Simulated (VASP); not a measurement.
# Ba in VASP: a series of runs

The runs below take Ba through single point, with PBE.

Program: VASP 6.6.1. These are calculated values, not measurements. Logs are shortened: lines on timing, memory, paths and dates and some standing lists are left out, and cuts for length are marked.

**1. The cell of the first run**

The cell holds a slab with vacuum, 4 atoms: a = 4.352 Å, b = 4.352 Å, c = 30.660 Å, α = 90.00°, β = 90.00°, γ = 109.47°.

**2. Single point, PBE**

Input file INCAR:

```
SYSTEM = Ba
ALGO     = Normal         ! electronic algorithm
DIPOL    = 0.5 0.5 0.500
EDIFF    = 1E-6           ! SCF threshold, eV
ENCUT    = 520            ! plane-wave cutoff, eV
GGA      = PE             ! functional
IDIPOL   = 3            
ISIF     = 2              ! what is computed and relaxed
ISMEAR   = -1             ! smearing method
LASPH    = .True.         ! aspherical terms in the spheres
LCHARG   = .False.        ! write CHGCAR
LDIPOL   = .True.       
LREAL    = .False.        ! projectors in reciprocal space
LWAVE    = .False.        ! write WAVECAR
NBANDS   = 28             ! bands
NELM     = 60             ! most SCF steps
PREC     = Accurate       ! precision mode
SIGMA    = 0.05           ! smearing width, eV
```

Input file KPOINTS:

```
k-points
0
Gamma
  9 9 1
  0 0 0
```

Input file POSCAR:

```
Ba
1.0
    4.3517731883      0.0000000000      0.0000000000
   -1.4505910628      4.1028911088      0.0000000000
    0.0000000000      0.0000000000     30.6596000000
Ba
4
Direct
    0.2500000000      0.2500000000      0.3261617277
    0.7500000000      0.7500000000      0.4420539088
    0.2500000000      0.2500000000      0.5579460905
    0.7500000000      0.7500000000      0.6738382723
```

Potentials or basis: VASP PAW PBE potentials, release 64 (Ba_sv).

Run with:

```bash
> cat potpaw_PBE.64/Ba_sv/POTCAR > POTCAR
> mpirun -np 1 vasp_std > vasp.out
```

OUTCAR:

```text
SYSTEM = Ba
   EDIFF = 1E-6
   ENCUT = 520
   GGA = PE
   ISIF = 2
   ISMEAR = -1
   LASPH = .True.
   LREAL = .False.
   NELM = 60
   PREC = Accurate

 ion  position               nearest neighbor table
   1  0.250  0.250  0.326-   2 4.35   2 4.35
   2  0.750  0.750  0.442-   1 4.35   1 4.35   3 4.35   3 4.35
   3  0.250  0.250  0.558-   2 4.35   2 4.35   4 4.35   4 4.35
   4  0.750  0.750  0.674-   3 4.35   3 4.35

  LATTYP: Found a base centered orthorhombic cell.
 ALAT       =     5.0249948434
 B/A-ratio  =     1.4142135624
 C/A-ratio  =     6.1014191966

  Lattice vectors:

 A1 = (   4.3517731883,   0.0000000000,   0.0000000000)
 A2 = (  -1.4505910628,   4.1028911088,   0.0000000000)
 A3 = (   0.0000000000,   0.0000000000,  30.6596000000)

Analysis of symmetry for initial positions (statically):
=====================================================================
 Subroutine PRICEL returns:
 Original cell was already a primitive cell.

 Routine SETGRP: Setting up the symmetry group for a
 base centered orthorhombic supercell.

 Subroutine GETGRP returns: Found  8 space group operations
 (whereof  4 operations were pure point group operations)
 out of a pool of  8 trial point group operations.

The static configuration has the point symmetry C_2h.
 The point group associated with its full space group is D_2h.

Analysis of symmetry for dynamics (positions and initial velocities):
=====================================================================
 Subroutine PRICEL returns:
 Original cell was already a primitive cell.

 Routine SETGRP: Setting up the symmetry group for a
 base centered orthorhombic supercell.

 Subroutine GETGRP returns: Found  8 space group operations
 (whereof  4 operations were pure point group operations)
 out of a pool of  8 trial point group operations.

The dynamic configuration has the point symmetry C_2h.
 The point group associated with its full space group is D_2h.

 Subroutine INISYM returns: Found  8 space group operations
 (whereof  4 operations are pure point group operations),
 and found     1 'primitive' translations

----------------------------------------------------------------------------------------

                                     Primitive cell

  volume of cell :     547.4226

  direct lattice vectors                    reciprocal lattice vectors
     4.351773188  0.000000000  0.000000000     0.229791388  0.081243524  0.000000000
    -1.450591063  4.102891109  0.000000000     0.000000000  0.243730573  0.000000000
     0.000000000  0.000000000 30.659600000     0.000000000  0.000000000  0.032616212

  length of vectors
     4.351773188  4.351773188 30.659600000     0.243730573  0.243730573  0.032616212

  position of ions in fractional coordinates (direct lattice)
     0.250000000  0.250000000  0.326161728
     0.750000000  0.750000000  0.442053909
     0.250000000  0.250000000  0.557946091
     0.750000000  0.750000000  0.673838272

  ion indices of the primitive-cell ions
   primitive index   ion index
                 1           1
                 2           2
                 3           3
                 4           4

----------------------------------------------------------------------------------------

 KPOINTS: k-points

Automatic generation of k-mesh.
 Grid dimensions read from file:
 generate k-points for:    9    9    1

 Generating k-lattice:

  Cartesian coordinates                     Fractional coordinates (reciprocal lattice)
     0.025532376  0.009027058  0.000000000     0.111111111  0.000000000  0.000000000
     0.000000000  0.027081175  0.000000000     0.000000000  0.111111111  0.000000000
     0.000000000  0.000000000  0.032616212     0.000000000  0.000000000  1.000000000

  Length of vectors
     0.027081175  0.027081175  0.032616212

  Shift w.r.t. Gamma in fractional coordinates (k-lattice)
     0.000000000  0.000000000  0.000000000

 Subroutine IBZKPT returns following result:
 ===========================================

 Found     25 irreducible k-points:

 Following reciprocal coordinates:
            Coordinates               Weight
  0.000000  0.000000  0.000000      1.000000
  0.111111  0.000000  0.000000      4.000000
  0.222222  0.000000  0.000000      4.000000
  0.333333 -0.000000  0.000000      4.000000
  0.444444  0.000000  0.000000      4.000000
  0.111111  0.111111  0.000000      2.000000
[... 16 lines left out ...]
 -0.333333  0.333333  0.000000      2.000000
  0.444444  0.444444  0.000000      2.000000
   k-points           NKPTS =     25   k-points in BZ     NKDIM =     25   number of bands    NBANDS=     28
   number of dos      NEDOS =    301   number of ions     NIONS =      4
   total plane-waves  NPLWV = 245760
   dimension x,y,z NGX =    32 NGY =   32 NGZ =  240
   dimension x,y,z NGXF=    64 NGYF=   64 NGZF=  480
   ions per type =               4
   NGX,Y,Z   is equivalent  to a cutoff of  12.22, 12.22, 13.01 a.u.
   NGXF,Y,Z  is equivalent  to a cutoff of  24.45, 24.45, 26.03 a.u.
 SYSTEM =  Ba
   PREC   = accura    normal or accurate (medium, high low for compatibility)
   ISTART =      0    job   : 0-new  1-cont  2-samecut
   ICHARG =      2    charge: 1-file 2-atom 10-const
   ISPIN  =      1    spin polarized calculation?
   LNONCOLLINEAR =      F non collinear calculations
   LSORBIT =      F    spin-orbit coupling
   LASPH  =      T    aspherical Exc in radial PAW
   ENCUT  =  520.0 eV  38.22 Ry    6.18 a.u.   8.09  8.09 57.01*2*pi/ulx,y,z
   NELM   =     60;   NELMIN=  2; NELMDL= -5     # of ELM steps
   EDIFF  = 0.1E-05   stopping-criterion for ELM
   LREAL  =      F    real-space projection
   EDIFFG = 0.1E-04   stopping-criterion for IOM
   NSW    =      0    number of steps for IOM
   IBRION =     -1    ionic relax: 0-MD 1-quasi-New 2-CG
   NFREE  =      0    steps in history (QN), initial steepest desc. (CG)
   ISIF   =      2    stress and relaxation
   ISYM   =      2    0-nonsym 1-usesym 2-fastsym
   POTIM  = 0.5000    time-step for ionic-motion
   TEBEG  =    0.0;   TEEND  =   0.0 temperature during run
   PSTRESS=    0.0 pullay stress
   NELECT =      40.0000    total number of electrons
   NUPDOWN=      -1.0000    fix difference up-down
   EMIN   =  10.00;   EMAX   =-10.00  energy-range for DOS
   EFERMI =   0.00;   METHOD = LEGACY
   ISMEAR =    -1;   SIGMA  =   0.05  broadening in eV -4-tet -1-fermi 0-gaus
   EFERMI_NEDOS =   21; number of points for ismear=-14 and -15
   IALGO  =     38    algorithm
   IMIX   =      4    mixing-type and parameters
     AMIX     =   0.40;   BMIX     =  1.00
     AMIX_MAG =   1.60;   BMIX_MAG =  1.00
  volume/ion in A,a.u.               =     136.86       923.55
  Fermi-wavevector in a.u.,A,eV,Ry     =   0.684417  1.293360  6.373325  0.468426
  Thomas-Fermi vector in A             =   1.764063
   LORBIT       =      0    0 simple, 1 ext, 2 COOP (PROOUT), +10 PAW based schemes
   GGA     = PE    functional components
   LHFCALC =     F    Hartree Fock is set to
   AEXX    =    0.0000 exact exchange contribution
   IVDW    =     0    specifies the selected vdW correction
   LEPSILON=     F    determine dielectric tensor
   LRPA    =     F    only Hartree local field effects (RPA)
 non-spin polarized calculation
  energy-cutoff  :      520.00
  volume of cell :      547.42
 maximum number of plane-waves:     14807
   NGX = 17   NGY = 17   NGZ =115

 dipolmoment           0.000000      0.000000     -0.000000 electrons x Angstroem

 number of electron      40.0000000 magnetization

 dipolmoment           0.000000      0.000000      0.000000 electrons x Angstroem

 Free energy of the ion-electron system (eV)
  ---------------------------------------------------
  ext. energy  EPLUGINS =         0.00000000
  ---------------------------------------------------
  free energy    TOTEN  =        -6.95506186 eV

  energy without entropy =       -6.91521292  energy(sigma->0) =       -6.93513739

 E-fermi :  -0.4415     XC(G=0):  -3.9496

 val. band max:       -0.4695762292   @ k =   0.4444   0.4444   0.0000
 cond. band min:      -0.4180436117   @ k =  -0.4444   0.3333   0.0000
 fundamental gap:      0.0515326175
 Fermi energy:        -0.4414502035

 k-point     1 :       0.0000    0.0000    0.0000
  band No.  band energies     occupation
      1     -29.7103      2.00000
      2     -29.7103      2.00000
      3     -29.3071      2.00000
      4     -29.2859      2.00000
      5     -14.9897      2.00000
      6     -14.9798      2.00000
[... 20 lines left out ...]
     27       0.7715      0.00000
     28       1.1963      0.00000

 k-point     2 :       0.1111    0.0000    0.0000
  band No.  band energies     occupation
      1     -29.7078      2.00000
      2     -29.7078      2.00000
      3     -29.3040      2.00000
      4     -29.2841      2.00000
      5     -14.9822      2.00000
      6     -14.9748      2.00000
[... 20 lines left out ...]
     27       0.7245      0.00000
     28       1.0995      0.00000

 k-point     3 :       0.2222    0.0000    0.0000
  band No.  band energies     occupation
      1     -29.7017      2.00000
      2     -29.7017      2.00000
      3     -29.2961      2.00000
      4     -29.2798      2.00000
      5     -14.9641      2.00000
      6     -14.9628      2.00000
[... 20 lines left out ...]
     27       0.6010      0.00000
     28       0.8264      0.00000

 k-point     4 :       0.3333   -0.0000    0.0000
  band No.  band energies     occupation
      1     -29.6947      2.00000
      2     -29.6947      2.00000
      3     -29.2862      2.00000
      4     -29.2756      2.00000
      5     -14.9509      2.00000
      6     -14.9469      2.00000
[... 20 lines left out ...]
     27       0.4478      0.00000
     28       0.5560      0.00000

 k-point     5 :       0.4444    0.0000    0.0000
  band No.  band energies     occupation
      1     -29.6901      2.00000
      2     -29.6901      2.00000
      3     -29.2782      2.00000
      4     -29.2745      2.00000
      5     -14.9971      2.00000
      6     -14.9964      2.00000
[... 20 lines left out ...]
     27       0.5102      0.00000
     28       0.5787      0.00000

 k-point     6 :       0.1111    0.1111    0.0000
  band No.  band energies     occupation
      1     -29.7049      2.00000
      2     -29.7049      2.00000
      3     -29.2996      2.00000
      4     -29.2828      2.00000
      5     -14.9711      2.00000
      6     -14.9687      2.00000
[... 463 lines left out ...]
      5     -14.9834      2.00000
      6     -14.9830      2.00000
[... 20 lines left out ...]
     27       0.7154      0.00000
     28       0.7540      0.00000

 k-point    22 :      -0.4444    0.3333    0.0000
  band No.  band energies     occupation
      1     -29.6789      2.00000
      2     -29.6789      2.00000
      3     -29.2724      2.00000
      4     -29.2572      2.00000
      5     -14.9840      2.00000
      6     -14.9836      2.00000
[... 20 lines left out ...]
     27       0.8956      0.00000
     28       1.3197      0.00000

 k-point    23 :      -0.3333    0.3333    0.0000
  band No.  band energies     occupation
      1     -29.6833      2.00000
      2     -29.6832      2.00000
      3     -29.2777      2.00000
      4     -29.2606      2.00000
      5     -14.9388      2.00000
      6     -14.9377      2.00000
[... 20 lines left out ...]
     27       1.0877      0.00000
     28       1.4680      0.00000

 k-point    24 :       0.4444    0.4444    0.0000
  band No.  band energies     occupation
      1     -29.6750      2.00000
      2     -29.6749      2.00000
      3     -29.2681      2.00000
      4     -29.2535      2.00000
      5     -15.0151      2.00000
      6     -15.0146      2.00000
[... 20 lines left out ...]
     27       0.9723      0.00000
     28       1.1446      0.00000

 [... further k-points ...]

------------------------ aborting loop because EDIFF is reached ----------------------------------------

 vacuum level on the upper side and lower side of the slab       (xc-potential included)        -0.133        -0.133

  FORCE on cell =-STRESS in cart. coord.  units (eV):
  Direction    XX          YY          ZZ          XY          YZ          ZX
  --------------------------------------------------------------------------------------
  -------------------------------------------------------------------------------------
  Total        0.0495027     -0.1657185     -0.3277225     -0.3043686      0.0000000      0.0000000
  in kB        0.1448826     -0.4850191     -0.9591668     -0.8908155      0.0000000      0.0000000
  external PRESSURE =      -0.4331011 kB  Pullay stress =       0.0000000 kB

 VOLUME and BASIS-vectors are now :
 -----------------------------------------------------------------------------
  energy-cutoff  :      520.00
  volume of cell :      547.42
      direct lattice vectors                 reciprocal lattice vectors
     4.351773188  0.000000000  0.000000000     0.229791388  0.081243524  0.000000000
    -1.450591063  4.102891109  0.000000000     0.000000000  0.243730573  0.000000000
     0.000000000  0.000000000 30.659600000     0.000000000  0.000000000  0.032616212

 POSITION                                       TOTAL-FORCE (eV/Angst)
 -----------------------------------------------------------------------------------
      0.72530      1.02572      9.99999         0.000000      0.000000      0.055989
      2.17589      3.07717     13.55320        -0.000000     -0.000000     -0.076638
      0.72530      1.02572     17.10640         0.000000      0.000000      0.076638
      2.17589      3.07717     20.65961         0.000000      0.000000     -0.055989
 -----------------------------------------------------------------------------------
    total drift:                                0.000000     -0.000000      0.000021

  FREE ENERGIE OF THE ION-ELECTRON SYSTEM (eV)
  ---------------------------------------------------
  free  energy   TOTEN  =        -6.9550618595 eV

  energy  without entropy=       -6.9152129160  energy(sigma->0) =       -6.93513739

 vacuum level on the upper side and lower side of the slab         1.881         1.881
```

It took 4.8 min on 1 thread of Intel Xeon 6975P-C (Granite Rapids), shared host; peak memory 0.69 GiB.

What came out:

* Free energy: -6.9551 eV
* Largest force: 0.077 eV/Å
* Band gap on the k mesh: zero (bands 20 and 21 overlap by 0.51 eV)

Forces on the atoms (eV/Å):
```
Ba   0.000  0.000  0.056
Ba   0.000  0.000 -0.077
Ba   0.000  0.000  0.077
Ba   0.000  0.000 -0.056
```

Levels at points of the mesh, in eV from the Fermi level:
```
           k point  band 18  band 19  band 20  band 21  band 22  band 23
(0.00, 0.00, 0.00)    -2.18    -1.58    -1.06     0.41     0.43     0.70
```

Caveat: spin-orbit coupling is left out, which moves the levels of the heavy elements.

**3. Single point, PBE**

Input file INCAR:

```
PREC     = Accurate       # precision mode
ENCUT    = 520            # plane-wave cutoff, eV
EDIFF    = 1E-6           # SCF threshold, eV
ISMEAR   = -1             # smearing method
SIGMA    = 0.05           # smearing width, eV
LREAL    = F              # projectors in reciprocal space
LASPH    = T              # aspherical terms in the spheres
NELM     = 80             # most SCF steps
ALGO     = Normal         # electronic algorithm
ISIF     = 2              # what is computed and relaxed
LWAVE    = F              # write WAVECAR
LCHARG   = F              # write CHGCAR
LDIPOL   = T            
IDIPOL   = 3            
DIPOL    = 0.5 0.5 0.500
GGA      = PE             # functional
NBANDS   = 28             # bands
```

Input file KPOINTS:

```
Automatic mesh
0
Gamma
  9 9 1
```

Input file POSCAR:

```
Ba
1.0
    4.3517731883      0.0000000000      0.0000000000
   -1.4505910628      4.1028911088      0.0000000000
    0.0000000000      0.0000000000     30.6596000000
Ba
4
Direct
    0.2500000000      0.2500000000      0.3286839584
    0.7500000000      0.7500000000      0.4417403387
    0.2500000000      0.2500000000      0.5582597612
    0.7500000000      0.7500000000      0.6713159410
```

Potentials or basis: VASP PAW PBE potentials, release 64 (Ba_sv).

Run with:

```bash
> cat potpaw_PBE.64/Ba_sv/POTCAR > POTCAR
> mpirun -np 1 vasp_std > vasp.out
```

Wall time 4.9 min (1 thread of Intel Xeon 6975P-C (Granite Rapids), shared host); peak memory 0.69 GiB.

Results (log left out):

* Free energy: -6.9595 eV
* Largest force: 0.010 eV/Å
* Band gap on the k mesh: zero (bands 20 and 21 overlap by 0.54 eV)

Forces on the atoms (eV/Å):
```
Ba   0.000  0.000 -0.010
Ba   0.000  0.000  0.004
Ba   0.000  0.000 -0.004
Ba   0.000  0.000  0.010
```

Levels at points of the mesh, in eV from the Fermi level:
| k point | band 17 | band 18 | band 19 | band 20 | band 21 | band 22 | band 23 | band 24 |
| --- | --- | --- | --- | --- | --- | --- | --- | --- |
| (0.00, 0.00, 0.00) | -2.60 | -2.17 | -1.54 | -1.04 | 0.42 | 0.44 | 0.69 | 0.82 |

Caveat: spin-orbit coupling is left out, which moves the levels of the heavy elements.
